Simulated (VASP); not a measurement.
Here is a VASP 6.6.1 calculation.

Contents of INCAR:

```
  ALGO = Normal
  EDIFF = 1E-8
  ENCUT = 600
  IBRION = 6
  ISIF = 3
  ISMEAR = 0
  LASPH = T
  LCHARG = F
  LMIXTAU = T
  LREAL = F
  LWAVE = F
  METAGGA = R2SCAN
  NBANDS = 11
  NELM = 60
  NFREE = 2
  NSW = 1
  POTIM = 0.015
  PREC = Accurate
  SIGMA = 0.01
```

Contents of KPOINTS:

```
k-points
0
Gamma
  12 12 12
```

POSCAR

```
C
1.0
    0.0000000000      1.7675122453      1.7675122453
    1.7675122453      0.0000000000      1.7675122453
    1.7675122453      1.7675122453      0.0000000000
C
2
Direct
    0.5000000000      0.5000000000      0.5000000000
    0.7500000000      0.7500000000      0.7500000000
```

Potentials or basis: VASP PAW PBE potentials, release 64 (C).

Launch:

```bash
$ cat potpaw_PBE.64/C/POTCAR > POTCAR
$ mpirun -np 1 vasp_std > vasp.out
```

Question: Estimate the elastic constants C11, C12, C44.

Answer: 1152, 139, 619 GPa.

Question: Estimate the Voigt bulk modulus.

Answer: 476 GPa.

Question: Predict the highest phonon frequency at Γ.

Answer: 1355 cm⁻¹.

Clamped-ion elastic tensor (GPa):
```
1152  139  139    0    0    0
 139 1152  139    0    0    0
 139  139 1152    0    0    0
   0    0    0  624    0    0
   0    0    0    0  624    0
   0    0    0    0    0  624
```

Caveat: the cell is under stress, which shifts elastic constants; the PAW data sets were made with another functional, which shifts forces and pressure a little.
